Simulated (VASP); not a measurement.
# Os (Im-3m) in VASP: a series of runs, part 2 of 2

VASP 6.6.1. The steps go on from the part before.

## 4. Relaxation of cell and atoms, PBE, target pressure 330 GPa, at which the enthalpy is minimised

This run uses another cell than the first one, of 9.97 Å³/atom.

Input file INCAR:

```
ALGO = Normal
EDIFF = 1E-6
EDIFFG = -0.005
ENCUT = 600
GGA = PE
IBRION = 2
ISIF = 3
ISMEAR = -1
LASPH = T
LCHARG = F
LREAL = F
LWAVE = F
NELM = 100
NSW = 60
PREC = Accurate
PSTRESS = 3300.0
SIGMA = 0.1
```

Input file KPOINTS:

```
k-points
0
Gamma
  20 20 20
```

Input file POSCAR:

```
Os
1.0
   -1.3556271361      1.3556271361      1.3556271361
    1.3556271361     -1.3556271361      1.3556271361
    1.3556271361      1.3556271361     -1.3556271361
Os
1
Direct
    0.0000000000      0.0000000000      0.0000000000
```

Potentials or basis: VASP PAW PBE potentials, release 64 (Os).

Command:

```sh
cat potpaw_PBE.64/Os/POTCAR > POTCAR
mpirun -np 1 vasp_std > vasp.out
```

OUTCAR:

```text
EDIFF = 1E-6
   EDIFFG = -0.005
   ENCUT = 600
   GGA = PE
   IBRION = 2
   ISIF = 3
   ISMEAR = -1
   LASPH = T
   LREAL = F
   NELM = 100
   NSW = 60
   PREC = Accurate
   PSTRESS = 3300.0

 ion  position               nearest neighbor table
   1  0.000  0.000  0.000-

  LATTYP: Found a body centered cubic cell.
 ALAT       =     2.7112542722

  Lattice vectors:

 A1 = (  -1.3556271361,   1.3556271361,   1.3556271361)
 A2 = (   1.3556271361,  -1.3556271361,   1.3556271361)
 A3 = (   1.3556271361,   1.3556271361,  -1.3556271361)

Analysis of symmetry for initial positions (statically):
=====================================================================
 Subroutine PRICEL returns:
 Original cell was already a primitive cell.
[... 288 lines left out ...]

 E-fermi :  15.5047     XC(G=0): -15.9602

 val. band max:       15.4950017073   @ k =   0.2500   0.0000   0.0000
 cond. band min:      15.5191792606   @ k =   0.3500   0.1500   0.0500
 fundamental gap:      0.0241775532
 Fermi energy:        15.5046661430

 k-point     1 :       0.0000    0.0000    0.0000
  band No.  band energies     occupation
      1       1.1698      2.00000
      2      10.0543      2.00000
      3      10.0543      2.00000
      4      10.0543      2.00000
      5      15.1743      1.92913
      6      15.1743      1.92913
      7      31.6248      0.00000
      8      31.6248      0.00000
[... 243 lines left out ...]
 k-point    24 :       0.2500    0.1000    0.0000
  band No.  band energies     occupation
      1       4.8412      2.00000
      2       7.7125      2.00000
      3       9.9691      2.00000
      4      14.1618      2.00000
      5      16.2340      0.00136
      6      17.1205      0.00000
      7      31.8979      0.00000
      8      35.2274      0.00000

 [... further k-points ...]

------------------------ aborting loop because EDIFF is reached ----------------------------------------

  FORCE on cell =-STRESS in cart. coord.  units (eV):
  Direction    XX          YY          ZZ          XY          YZ          ZX
  --------------------------------------------------------------------------------------
  -------------------------------------------------------------------------------------
  Total       20.8910525     20.8910525     20.8910525      0.0000000      0.0000000      0.0000000
  in kB     3299.3568497   3299.3568497   3299.3568497      0.0000000      0.0000000      0.0000000
  external PRESSURE =      -0.6431503 kB  Pullay stress =    3300.0000000 kB
[... 20 lines left out ...]
  energy  without entropy=       -6.9947897319  energy(sigma->0) =       -7.01011204

  enthalpy is  TOTEN    =        13.8696905304 eV   P V=       20.8951248840

 reached required accuracy - stopping structural energy minimisation
```

CONTCAR:

```text
Os
   1.00000000000000
    -1.3637262727465105    1.3637262727465105    1.3637262727465105
     1.3637262727465105   -1.3637262727465105    1.3637262727465105
     1.3637262727465105    1.3637262727465105   -1.3637262727465105
  Os
     1
Direct
     0.0000000000000000    0.0000000000000000    0.0000000000000000

  0.00000000E+00  0.00000000E+00  0.00000000E+00
```

Wall time 24 s (1 thread of Intel Xeon 6975P-C (Granite Rapids), shared host); peak memory 0.16 GiB.

What came out:

| Quantity | Value |
| --- | --- |
| Free energy | -7.0254 eV |
| Relaxed volume | 10.14 Å³/atom |
| Relaxed cell | a = 2.362 Å, b = 2.362 Å, c = 2.362 Å, α = 109.47°, β = 109.47°, γ = 109.47° |
| Space group after relaxing (to 0.1 Å) | Im-3m (No. 229) |
| Energy change on relaxing (the run minimises the enthalpy) | -386.5 meV/atom |
| Ionic steps | 4 |
| Pressure after relaxing | 329.9 GPa |
| Band gap on the k mesh | zero (bands 4 and 5 overlap by 8.28 eV) |

The path:
| step | energy change (eV) | largest force (eV/Å) | pressure (GPa) | volume (Å³) |
| --- | --- | --- | --- | --- |
| 1 | 0.0000 | 0.0000 | 359.84 | 9.97 |
| 2 | -3.3860 | 0.0000 | 68.75 | 12.89 |
| 3 | -0.4426 | 0.0000 | 325.57 | 10.17 |
| 4 | -0.3865 | 0.0000 | 329.94 | 10.14 |

Final structure:
```
CELL_PARAMETERS angstrom
-1.36373 1.36373 1.36373
1.36373 -1.36373 1.36373
1.36373 1.36373 -1.36373
ATOMIC_POSITIONS crystal
Os 0.00000 0.00000 0.00000
```

Levels at points of the mesh, in eV from the Fermi level:
| k point | band 1 | band 2 | band 3 | band 4 | band 5 | band 6 | band 7 | band 8 |
| --- | --- | --- | --- | --- | --- | --- | --- | --- |
| (0.00, 0.00, 0.00) | -14.33 | -5.45 | -5.45 | -5.45 | -0.33 | -0.33 | 16.12 | 16.12 |
| (0.50, 0.00, 0.00) | -11.93 | -8.91 | -0.19 | 0.37 | 1.11 | 5.90 | 12.45 | 15.11 |
| (0.50, 0.50, 0.50) | -12.21 | -12.21 | 4.29 | 4.29 | 4.29 | 10.37 | 10.37 | 10.37 |

Caveat: the cell is relaxed towards a set pressure, so the run minimises the enthalpy, not the energy; spin-orbit coupling is left out, which moves the levels of the heavy elements.

## 5. Relaxation of cell and atoms, PBE, target pressure 330 GPa, at which the enthalpy is minimised

Input file INCAR:

```
PREC = Accurate
ENCUT = 600
EDIFF = 1E-7
ISMEAR = -1
SIGMA = 0.1
LREAL = False
LASPH = True
NELM = 60
ALGO = Normal
ISIF = 3
LWAVE = False
LCHARG = False
GGA = PE
IBRION = 2
NSW = 32
EDIFFG = -0.005
PSTRESS = 3300.0
```

Input file KPOINTS:

```
Automatic mesh
0
Gamma
  20 20 20
```

Input file POSCAR:

```
Os
1.0
   -1.3595804952      1.3595804952      1.3595804952
    1.3595804952     -1.3595804952      1.3595804952
    1.3595804952      1.3595804952     -1.3595804952
Os
1
Direct
    0.0000000000      0.0000000000      0.0000000000
```

Command:

```sh
cat potpaw_PBE.64/Os/POTCAR > POTCAR
mpirun -np 1 vasp_std > vasp.out
```

Run time: 25 s. Hardware: 1 thread of Intel Xeon 6975P-C (Granite Rapids), shared host; peak memory 0.16 GiB.

It converged, with:

```yaml
Free_energy: -7.0248 eV
Relaxed_volume: 10.14 Å³/atom
Relaxed_cell: a = 2.362 Å, b = 2.362 Å, c = 2.362 Å, α = 109.47°, β = 109.47°, γ = 109.47°
Space_group_after_relaxing_to_0.1_Å: Im-3m (No. 229)
Energy_change_on_relaxing_the_run_minimises_the_enthalpy: -193.5 meV/atom
Ionic_steps: 4
Pressure_after_relaxing: 330.0 GPa
Band_gap_on_the_k_mesh: zero (bands 4 and 5 overlap by 8.28 eV)
```

Step by step:
| step | energy change (eV) | largest force (eV/Å) | pressure (GPa) | volume (Å³) |
| --- | --- | --- | --- | --- |
| 1 | 0.0000 | 0.0000 | 345.00 | 10.05 |
| 2 | -2.2053 | 0.0000 | 166.22 | 11.49 |
| 3 | -0.2079 | 0.0000 | 328.88 | 10.15 |
| 4 | -0.1935 | 0.0000 | 329.99 | 10.14 |

Final structure:
```yaml
crystal:
  lattice:
    - [-1.36371, 1.36371, 1.36371]
    - [1.36371, -1.36371, 1.36371]
    - [1.36371, 1.36371, -1.36371]
  atoms:
    - { symbol: Os, position: [0.00000, 0.00000, 0.00000] }
```

Levels at points of the mesh, in eV from the Fermi level:
| k point | band 1 | band 2 | band 3 | band 4 | band 5 | band 6 | band 7 | band 8 |
| --- | --- | --- | --- | --- | --- | --- | --- | --- |
| (0.00, 0.00, 0.00) | -14.34 | -5.45 | -5.45 | -5.45 | -0.33 | -0.33 | 16.12 | 16.12 |
| (0.50, 0.00, 0.00) | -11.93 | -8.91 | -0.19 | 0.37 | 1.11 | 5.90 | 12.45 | 15.11 |
| (0.50, 0.50, 0.50) | -12.21 | -12.21 | 4.29 | 4.29 | 4.29 | 10.37 | 10.37 | 10.37 |

Caveat: the cell is relaxed towards a set pressure, so the run minimises the enthalpy, not the energy; spin-orbit coupling is left out, which moves the levels of the heavy elements.

## 6. The runs side by side

```csv
task,cell,cutoff (eV),gap on the mesh (eV),pressure (GPa)
single point,"a = 2.355 Å, angles 109.5°, 1 atom",520,none,344.9
single point,"a = 2.354 Å, angles 109.5°, 1 atom",520,none,346.2
relaxation of cell and atoms,"relaxed to 330 GPa from a = 2.348 Å, angles 109.5°, 1 atom",600,none,329.9
relaxation of cell and atoms,"relaxed to 330 GPa from a = 2.355 Å, angles 109.5°, 1 atom",600,none,330.0
```

Alike in all rows: level PBE; potentials or basis VASP PAW PBE potentials, release 64 (Os); no spin polarisation; k mesh 20 × 20 × 20; smearing fermi-dirac 0.1 eV.

Caveats: spin-orbit coupling is left out, which moves the levels of the heavy elements; the cell stands under pressure (at least some runs); the cell is relaxed towards a set pressure, so the run minimises the enthalpy, not the energy (at least some runs).

Total energies depend on the potentials used, so only differences within one code and one set of settings carry meaning.

The gap in the log of VASP goes by the Fermi energy; the results here count the filled bands.